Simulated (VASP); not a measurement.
# Mg3Se4 (C2/m) in VASP: notebook

Runs on Mg3Se4. Level: PBE. Tasks: single point, relaxation of cell and atoms.

All numbers are computed with VASP 6.6.1; they aren't measurements. Logs are shortened: lines on timing, memory, paths and dates and some standing lists are left out, and cuts for length are marked.

## (1) The cell of the first run

It takes space group C2/m (No. 12, monoclinic). Conventional cell: a = 15.300 Å, b = 3.121 Å, c = 7.288 Å, α = 90.00°, β = 117.25°, γ = 90.00°. Within 3.6 Å of Mg (site symmetry 2/m) lie 6 Se at 2.71 to 2.79 Å and 4 Mg at 3.12 to 3.43 Å. Within 3.5 Å of Mg (site symmetry m) lie 6 Se at 2.65 to 3.02 Å and 5 Mg at 3.12 to 3.49 Å. Se (site symmetry m) has 5 Mg at 2.71 to 3.02 Å and 4 Se at 3.12 to 3.65 Å within 3.7 Å. Within 3.5 Å of Se (site symmetry m) lie 4 Mg at 2.65 to 2.79 Å and 2 Se at 3.12 Å.

The cell was built from a structure type or drawn by symmetry, and may not be a known phase.

## (2) Single point, PBE

INCAR

```
SYSTEM = Mg3Se4
ALGO = Normal
EDIFF = 1E-6
ENCUT = 520
GGA = PE
ISIF = 2
ISMEAR = 0
LASPH = .True.
LCHARG = .False.
LREAL = .False.
LWAVE = .False.
NBANDS = 24
NELM = 100
PREC = Accurate
SIGMA = 0.2
```

KPOINTS

```
k-points
0
Gamma
  4 4 3
  0 0 0
```

POSCAR

```
Mg3Se4
1.0
    7.6490035548     -1.5606769360      0.1115364881
    7.6490035548      1.5606769360      0.1115364881
   -3.4306239764      0.0000000000      6.4295705785
Mg Se
3 4
Direct
    0.0000000000      0.0000000000      0.0000000000
    0.7489596028      0.7489596028      0.7128761644
    0.2510403972      0.2510403972      0.2871238356
    0.6343211839      0.6343211839      0.9569838101
    0.3656788161      0.3656788161      0.0430161899
    0.8845495230      0.8845495230      0.5720806500
    0.1154504770      0.1154504770      0.4279193500
```

Potentials or basis: VASP PAW PBE potentials, release 64 (Mg, Se).

Run with:

```
$ cat potpaw_PBE.64/Mg/POTCAR potpaw_PBE.64/Se/POTCAR > POTCAR
$ mpirun -np 1 vasp_std > vasp.out
```

OUTCAR:

```text
SYSTEM = Mg3Se4
   EDIFF = 1E-6
   ENCUT = 520
   GGA = PE
   ISIF = 2
   ISMEAR = 0
   LASPH = .True.
   LREAL = .False.
   NELM = 100
   PREC = Accurate

 ion  position               nearest neighbor table
   1  0.000  0.000  0.000-   4 2.71   4 2.71   5 2.71   5 2.71   6 2.79   7 2.79   2 3.43   3 3.43

   2  0.749  0.749  0.713-   7 2.65   7 2.65   6 2.70   5 2.73   5 2.73   4 3.02   1 3.43   3 3.49
                             3 3.49
   3  0.251  0.251  0.287-   6 2.65   6 2.65   7 2.70   4 2.73   4 2.73   5 3.02   1 3.43   2 3.49
                             2 3.49
   4  0.634  0.634  0.957-   1 2.71   1 2.71   3 2.73   3 2.73   2 3.02
   5  0.366  0.366  0.043-   1 2.71   1 2.71   2 2.73   2 2.73   3 3.02
   6  0.885  0.885  0.572-   3 2.65   3 2.65   2 2.70   1 2.79
   7  0.115  0.115  0.428-   2 2.65   2 2.65   3 2.70   1 2.79

  LATTYP: Found a base centered monoclinic cell.
 ALAT       =    15.2996334295
 B/A-ratio  =     0.2040149450
 C/A-ratio  =     0.4763226485
 COS(beta)  =    -0.4578368447

  Lattice vectors:

 A1 = (   7.6490035548,  -1.5606769360,   0.1115364881)
 A2 = (   7.6490035548,   1.5606769360,   0.1115364881)
 A3 = (  -3.4306239764,   0.0000000000,   6.4295705785)

Analysis of symmetry for initial positions (statically):
=====================================================================
 Subroutine PRICEL returns:
 Original cell was already a primitive cell.

 Routine SETGRP: Setting up the symmetry group for a
 base centered monoclinic supercell.

 Subroutine GETGRP returns: Found  4 space group operations
 (whereof  4 operations were pure point group operations)
 out of a pool of  4 trial point group operations.

The static configuration has the point symmetry C_2h.

Analysis of symmetry for dynamics (positions and initial velocities):
=====================================================================
 Subroutine PRICEL returns:
 Original cell was already a primitive cell.

 Routine SETGRP: Setting up the symmetry group for a
 base centered monoclinic supercell.

 Subroutine GETGRP returns: Found  4 space group operations
 (whereof  4 operations were pure point group operations)
 out of a pool of  4 trial point group operations.

The dynamic configuration has the point symmetry C_2h.

 Subroutine INISYM returns: Found  4 space group operations
 (whereof  4 operations are pure point group operations),
[... 93 lines left out ...]
   LNONCOLLINEAR =      F non collinear calculations
   LSORBIT =      F    spin-orbit coupling
   LASPH  =      T    aspherical Exc in radial PAW
   ENCUT  =  520.0 eV  38.22 Ry    6.18 a.u.  14.52 14.52 13.55*2*pi/ulx,y,z
   NELM   =    100;   NELMIN=  2; NELMDL= -5     # of ELM steps
   EDIFF  = 0.1E-05   stopping-criterion for ELM
   LREAL  =      F    real-space projection
[... 7 lines left out ...]
   TEBEG  =    0.0;   TEEND  =   0.0 temperature during run
   PSTRESS=    0.0 pullay stress
   NELECT =      30.0000    total number of electrons
   NUPDOWN=      -1.0000    fix difference up-down
   EMIN   =  10.00;   EMAX   =-10.00  energy-range for DOS
   EFERMI =   0.00;   METHOD = LEGACY
   ISMEAR =     0;   SIGMA  =   0.20  broadening in eV -4-tet -1-fermi 0-gaus
   EFERMI_NEDOS =   21; number of points for ismear=-14 and -15
   IALGO  =     38    algorithm
   IMIX   =      4    mixing-type and parameters
     AMIX     =   0.40;   BMIX     =  1.00
     AMIX_MAG =   1.60;   BMIX_MAG =  1.00
  volume/ion in A,a.u.               =      22.10       149.14
  Fermi-wavevector in a.u.,A,eV,Ry     =   0.947582  1.790670 12.216822  0.897911
  Thomas-Fermi vector in A             =   2.075689
   LORBIT       =      0    0 simple, 1 ext, 2 COOP (PROOUT), +10 PAW based schemes
   GGA     = PE    functional components
   LHFCALC =     F    Hartree Fock is set to
   AEXX    =    0.0000 exact exchange contribution
   IVDW    =     0    specifies the selected vdW correction
   LEPSILON=     F    determine dielectric tensor
   LRPA    =     F    only Hartree local field effects (RPA)
 non-spin polarized calculation
 Gauss-broadening in eV      SIGMA  =   0.20
  energy-cutoff  :      520.00
  volume of cell :      154.70
 maximum number of plane-waves:      4184
 NGX is ok and might be reduce to    60
   NGX = 29   NGY = 29   NGZ = 27

 number of electron      30.0000000 magnetization

 Free energy of the ion-electron system (eV)
  ---------------------------------------------------
  ext. energy  EPLUGINS =         0.00000000
  ---------------------------------------------------
  free energy    TOTEN  =       -25.17097201 eV

  energy without entropy =      -25.17097193  energy(sigma->0) =      -25.17097197

 E-fermi :   3.1490     XC(G=0):  -9.1887

 val. band max:        2.4386051807   @ k =   0.2500   0.0000  -0.0000
 cond. band min:       3.8332121783   @ k =   0.5000   0.5000  -0.0000
 fundamental gap:      1.3946069976
 Fermi energy:         3.1489795888

 k-point     1 :       0.0000    0.0000    0.0000
  band No.  band energies     occupation
      1     -10.6494      2.00000
      2      -9.9306      2.00000
      3      -9.5872      2.00000
      4      -9.4229      2.00000
      5      -2.7580      2.00000
      6      -2.1416      2.00000
[... 448 lines left out ...]
     23      10.1923      0.00000
     24      10.3473      0.00000

------------------------ aborting loop because EDIFF is reached ----------------------------------------

  FORCE on cell =-STRESS in cart. coord.  units (eV):
  Direction    XX          YY          ZZ          XY          YZ          ZX
  --------------------------------------------------------------------------------------
  -------------------------------------------------------------------------------------
  Total        0.1934856      0.0931995     -0.0720435      0.0000000      0.0000000     -0.1579215
  in kB        2.0038424      0.9652242     -0.7461216      0.0000000      0.0000000     -1.6355212
  external PRESSURE =       0.7409817 kB  Pullay stress =       0.0000000 kB

 VOLUME and BASIS-vectors are now :
 -----------------------------------------------------------------------------
  energy-cutoff  :      520.00
  volume of cell :      154.70
      direct lattice vectors                 reciprocal lattice vectors
     7.649003555 -1.560676936  0.111536488     0.064863327 -0.320373800  0.034609105
     7.649003555  1.560676936  0.111536488     0.064863327  0.320373800  0.034609105
    -3.430623976  0.000000000  6.429570578    -0.002250423  0.000000000  0.154330625

 POSITION                                       TOTAL-FORCE (eV/Angst)
 -----------------------------------------------------------------------------------
      0.00000      0.00000      0.00000        -0.000000      0.000000      0.000000
      9.01198      0.00000      4.75056        -0.005399      0.000000     -0.042707
      2.85540      0.00000      1.90208         0.005399      0.000000      0.042707
      6.42080      0.00000      6.29449         0.044125      0.000000      0.002128
      5.44658      0.00000      0.35815        -0.044125      0.000000     -0.002128
     11.56925      0.00000      3.87555        -0.024432      0.000000     -0.019427
      0.29813      0.00000      2.77709         0.024432      0.000000      0.019427
 -----------------------------------------------------------------------------------
    total drift:                                0.000000     -0.000000     -0.000000

  FREE ENERGIE OF THE ION-ELECTRON SYSTEM (eV)
  ---------------------------------------------------
  free  energy   TOTEN  =       -25.1709720064 eV

  energy  without entropy=      -25.1709719346  energy(sigma->0) =      -25.17097197
```

OSZICAR:

```text
N       E                     dE             d eps       ncg     rms          rms(c)
DAV:   1     0.133734793265E+03    0.13373E+03   -0.11591E+04   816   0.103E+03
DAV:   2    -0.137850804290E+02   -0.14752E+03   -0.13832E+03  1104   0.161E+02
DAV:   3    -0.256635653177E+02   -0.11878E+02   -0.11816E+02  1064   0.497E+01
DAV:   4    -0.258110573498E+02   -0.14749E+00   -0.14746E+00   968   0.645E+00
DAV:   5    -0.258126197371E+02   -0.15624E-02   -0.15622E-02  1072   0.707E-01    0.580E+00
DAV:   6    -0.252941865509E+02    0.51843E+00   -0.57227E-01  1000   0.307E+00    0.362E+00
DAV:   7    -0.251743988927E+02    0.11979E+00   -0.47054E-01  1064   0.291E+00    0.105E+00
DAV:   8    -0.251710815923E+02    0.33173E-02   -0.42962E-02   992   0.964E-01    0.204E-01
DAV:   9    -0.251709788142E+02    0.10278E-03   -0.16568E-03  1024   0.211E-01    0.107E-01
DAV:  10    -0.251709759693E+02    0.28449E-05   -0.38668E-04  1016   0.920E-02    0.277E-02
DAV:  11    -0.251709716632E+02    0.43061E-05   -0.24846E-05  1016   0.282E-02    0.171E-02
DAV:  12    -0.251709720107E+02   -0.34743E-06   -0.22151E-05  1064   0.226E-02    0.456E-03
DAV:  13    -0.251709720064E+02    0.42671E-08   -0.46964E-06   920   0.102E-02
   1 F= -.25170972E+02 E0= -.25170972E+02  d E =-.717829E-07
```

stdout:

```text
POSCAR found type information on POSCAR MgSe
 POSCAR found :  2 types and       7 ions
 scaLAPACK will be used
 LDA part: xc-table for (Slater+PW92), standard interpolation
 POSCAR, INCAR and KPOINTS ok, starting setup
 FFT: planning ... GRIDC
 FFT: planning ... GRID_SOFT
 FFT: planning ... GRID
 WAVECAR not read
 entering main loop
```

It took 3.4 min on 1 thread of AMD EPYC 7R43 (Zen 3), shared host; peak memory 0.41 GiB.

Results:

| Property | Result |
| --- | --- |
| Free energy | -25.1710 eV |
| Pressure | 0.1 GPa |
| Largest force | 0.044 eV/Å |
| Band gap on the k mesh | zero (bands 15 and 16 overlap by 2.73 eV) |

Forces in eV/Å, atoms in the order of the input:
```
Mg   0.000  0.000  0.000
Mg  -0.005  0.000 -0.043
Mg   0.005  0.000  0.043
Se   0.044  0.000  0.002
Se  -0.044  0.000 -0.002
Se  -0.024  0.000 -0.019
Se   0.024  0.000  0.019
```

Stress tensor (GPa, compression positive):
```
 0.20  0.00 -0.16
 0.00  0.10  0.00
-0.16  0.00 -0.07
```

Levels at points of the mesh, in eV from the Fermi level:
```csv
k point,band 14,band 15,band 16,band 17,band 18,band 19
"(0.00, 0.00, 0.00)",1.02,1.30,1.57,1.87,2.10,3.38
"(0.50, 0.00, 0.00)",-1.61,-1.47,-1.07,3.22,3.57,4.20
"(0.50, 0.50, 0.00)",1.15,1.63,1.80,2.58,3.30,3.91
```

Caveat: the k points lie up to 0.52 Å⁻¹ apart, too coarse for converged energies and pressures of a metal.

## (3) Relaxation of cell and atoms, PBE

This run uses another cell than the first one, of 23.77 Å³/atom.

INCAR

```
PREC     = Accurate       # precision mode
ENCUT    = 600            # plane-wave cutoff, eV
EDIFF    = 1E-6           # SCF threshold, eV
ISMEAR   = 0              # smearing method
SIGMA    = 0.2            # smearing width, eV
LREAL    = False          # projectors in reciprocal space
LASPH    = True           # aspherical terms in the spheres
NELM     = 60             # most SCF steps
ALGO     = Normal         # electronic algorithm
ISIF     = 3              # what is computed and relaxed
LWAVE    = False          # write WAVECAR
LCHARG   = False          # write CHGCAR
GGA      = PE             # functional
IBRION   = 2              # ionic algorithm
NSW      = 36             # ionic steps
EDIFFG   = -0.08          # ionic threshold
```

KPOINTS

```
Automatic mesh
0
Gamma
  4 4 3
```

POSCAR

```
Mg3Se4
1.0
    6.9965814900     -1.9649768500      0.0000000000
    6.9965814900      1.9649768500      0.0000000000
   -3.2262417400      0.0000000000      6.0508837700
Mg Se
3 4
Direct
    0.0000000000      0.0000000000      0.0000000000
    0.7406675200      0.7406675200      0.7228504400
    0.2593324800      0.2593324800      0.2771495600
    0.6333313000      0.6333313000      0.9733651900
    0.3666687000      0.3666687000      0.0266348100
    0.8773875200      0.8773875200      0.5478417300
    0.1226124800      0.1226124800      0.4521582700
```

Potentials or basis: VASP PAW PBE potentials, release 64 (Mg, Se).

Run with:

```
$ cat potpaw_PBE.64/Mg/POTCAR potpaw_PBE.64/Se/POTCAR > POTCAR
$ mpirun -np 1 vasp_std > vasp.out
```

It took 46 min on 1 thread of AMD EPYC 7R43 (Zen 3), shared host; peak memory 0.53 GiB.

It converged, with:

* Free energy: -25.1703 eV
* Relaxed volume: 22.26 Å³/atom
* Relaxed cell: a = 7.830 Å, b = 7.830 Å, c = 7.326 Å, α = 117.05°, β = 117.05°, γ = 23.05°
* Space group after relaxing (to 0.1 Å): C2/m (No. 12)
* Energy gained by relaxing: 134.1 meV/atom
* Ionic steps: 26
* Pressure after relaxing: -0.1 GPa
* Largest force after relaxing: 0.060 eV/Å
* Band gap on the k mesh: zero (bands 15 and 16 overlap by 2.66 eV)

Forces in eV/Å, atoms in the order of the input:
```
Mg   0.000  0.000  0.000
Mg   0.016  0.000  0.019
Mg  -0.016  0.000 -0.019
Se  -0.009  0.000 -0.002
Se   0.009  0.000  0.002
Se   0.009  0.000 -0.060
Se  -0.009  0.000  0.060
```

Stress tensor (GPa, compression positive):
```
-0.08  0.00  0.04
 0.00 -0.26  0.00
 0.04  0.00 -0.06
```

Step by step:
```csv
step,energy change (eV),largest force (eV/Å),pressure (GPa),volume (Å³)
1,0.0000,0.3148,-1.04,166.38
2,-0.0489,0.2752,-0.09,162.69
3,-0.0757,0.3045,1.24,158.15
4,-0.1119,0.2296,0.96,158.43
5,-0.1858,0.2334,0.28,159.12
6,-0.0901,0.7271,-0.62,159.82
7,-0.1987,0.3449,0.01,159.34
8,-0.2007,0.3979,-0.10,159.44
9,-0.2449,0.4605,-0.38,159.52
10,-0.2650,0.5442,-0.57,159.49
11,-0.3641,0.5233,-0.21,157.84
12,-0.5222,1.0598,1.67,152.22
13,-0.5263,0.9169,1.16,153.43
14,-0.6128,0.8943,0.74,154.21
15,-0.6604,0.7292,0.53,155.10
16,-0.7472,0.5286,-0.18,156.56
17,-0.8219,0.4334,-1.36,159.53
18,-0.8767,0.3759,-0.27,156.00
19,-0.8858,0.3476,0.48,153.92
20,-0.9041,0.1881,0.20,154.30
21,-0.9092,0.1711,-0.02,154.65
22,-0.9199,0.1380,-0.01,154.75
23,-0.9257,0.1278,0.03,154.88
24,-0.9326,0.1130,0.04,155.12
25,-0.9339,0.1049,0.06,155.28
26,-0.9387,0.0604,-0.13,155.80
```

Final structure:
```
Mg Se
1.0
     7.67216   -1.56469    0.07791
     7.67216    1.56469    0.07791
    -3.46588    0.00000    6.45382
Mg Se
3 4
Direct
  0.00000 0.00000 0.00000
  0.74702 0.74702 0.71121
  0.25298 0.25298 0.28879
  0.63533 0.63533 0.95869
  0.36467 0.36467 0.04131
  0.88437 0.88437 0.57660
  0.11563 0.11563 0.42340
```

Levels at points of the mesh, in eV from the Fermi level:
```csv
k point,band 14,band 15,band 16,band 17,band 18,band 19
"(0.00, 0.00, 0.00)",1.03,1.29,1.50,1.82,2.17,3.43
"(0.50, 0.00, 0.00)",-1.60,-1.45,-1.08,3.24,3.58,4.20
"(0.50, 0.50, 0.00)",1.17,1.57,1.74,2.59,3.26,3.90
```

Caveat: the k points lie up to 0.52 Å⁻¹ apart in the final cell, too coarse for converged energies and pressures of a metal; the relaxation stopped at a loose force limit of 0.08 eV/Å, so its end isn't a converged minimum.

## (4) Single point, PBE

This run uses another cell than the first one, of 22.44 Å³/atom.

INCAR

```
SYSTEM = Mg3Se4
PREC     = Accurate       ! precision mode
ENCUT    = 520            ! plane-wave cutoff, eV
EDIFF    = 1E-6           ! SCF threshold, eV
ISMEAR   = 0              ! smearing method
SIGMA    = 0.1            ! smearing width, eV
LREAL    = .FALSE.        ! projectors in reciprocal space
LASPH    = .TRUE.         ! aspherical terms in the spheres
NELM     = 100            ! most SCF steps
ALGO     = Normal         ! electronic algorithm
ISIF     = 2              ! what is computed and relaxed
LWAVE    = .FALSE.        ! write WAVECAR
LCHARG   = .TRUE.         ! write CHGCAR
GGA      = PE             ! functional
LELF     = .TRUE.         ! ELF
LVHAR    = .TRUE.       
NBANDS   = 24             ! bands
```

KPOINTS

```
Automatic mesh
0
G
  10 10 6
  0 0 0
```

POSCAR

```
Mg3Se4
1.0
    7.5132849657     -1.6128564422      0.0612086301
    7.5132849657      1.6128564422      0.0612086301
   -3.2251253919      0.0000000000      6.4544934614
Mg Se
3 4
Direct
    0.0000000000      0.0000000000      0.0000000000
    0.7450107542      0.7450107542      0.7199202703
    0.2549892458      0.2549892458      0.2800797297
    0.6363142049      0.6363142049      0.9611436840
    0.3636857951      0.3636857951      0.0388563160
    0.8842785817      0.8842785817      0.5737221745
    0.1157214183      0.1157214183      0.4262778255
```

Run with:

```
$ cat potpaw_PBE.64/Mg/POTCAR potpaw_PBE.64/Se/POTCAR > POTCAR
$ mpirun -np 1 vasp_std > vasp.out
```

It took 40 min on 1 thread of AMD EPYC 7R13, shared host; peak memory 0.81 GiB.

The run converged. Its results:

| Property | Result |
| --- | --- |
| Free energy | -24.5716 eV |
| Pressure | -0.1 GPa |
| Largest force | 0.009 eV/Å |
| Band gap on the k mesh | zero (bands 15 and 16 overlap by 2.34 eV) |

Forces in eV/Å, atoms in the order of the input:
```
Mg   0.000  0.000  0.000
Mg   0.002  0.000 -0.001
Mg  -0.002  0.000  0.001
Se   0.003  0.000  0.001
Se  -0.003  0.000 -0.001
Se  -0.009  0.000 -0.003
Se   0.009  0.000  0.003
```

Levels at points of the mesh, in eV from the Fermi level:
```
           k point  band 13  band 14  band 15  band 16  band 17  band 18  band 19  band 20
(0.00, 0.00, 0.00)     0.61     0.86     1.21     1.58     1.78     2.54     3.89     4.57
(0.50, 0.00, 0.00)    -1.51    -1.40    -1.20    -0.87     3.50     3.94     4.51     4.57
(0.50, 0.50, 0.00)     0.45     1.06     1.30     1.47     3.08     3.65     4.40     5.53
(0.00, 0.00, 0.50)     0.65     0.87     1.32     1.38     2.82     4.62     4.88     5.21
(0.50, 0.00, 0.50)    -1.32    -1.22    -1.10    -0.84     3.03     3.09     3.53     3.99
(0.50, 0.50, 0.50)     0.58     1.07     1.12     1.46     3.04     3.63     4.68     6.44
```

## (5) The runs side by side

```tsv
task	cell	k mesh	cutoff (eV)	smearing	gap on the mesh (eV)	pressure (GPa)	largest force (eV/Å)
single point	a = 7.807, b = 7.807, c = 7.288 Å, angles 116.7, 116.7, 23.1°, 7 atoms, atomic positions A	4 × 4 × 3	520	gaussian 0.2 eV	none	0.1	0.04
relaxation of cell and atoms	relaxed from a = 7.267, b = 7.267, c = 6.857 Å, angles 116.9, 116.9, 31.4°, 7 atoms, atomic positions B	4 × 4 × 3	600	gaussian 0.2 eV	none	-0.1	0.06
single point	a = 7.685, b = 7.685, c = 7.215 Å, angles 115.5, 115.5, 24.2°, 7 atoms, atomic positions C	10 × 10 × 6	520	gaussian 0.1 eV	none	-0.1	0.01
```

Alike in all rows: level PBE; potentials or basis VASP PAW PBE potentials, release 64 (Mg, Se); no spin polarisation.

Caveats: some runs use coarse meshes; the relaxation stopped at a loose force limit of 0.08 eV/Å, so its end isn't a converged minimum (at least some runs).

Absolute energies hang on the potentials; compare differences alone.
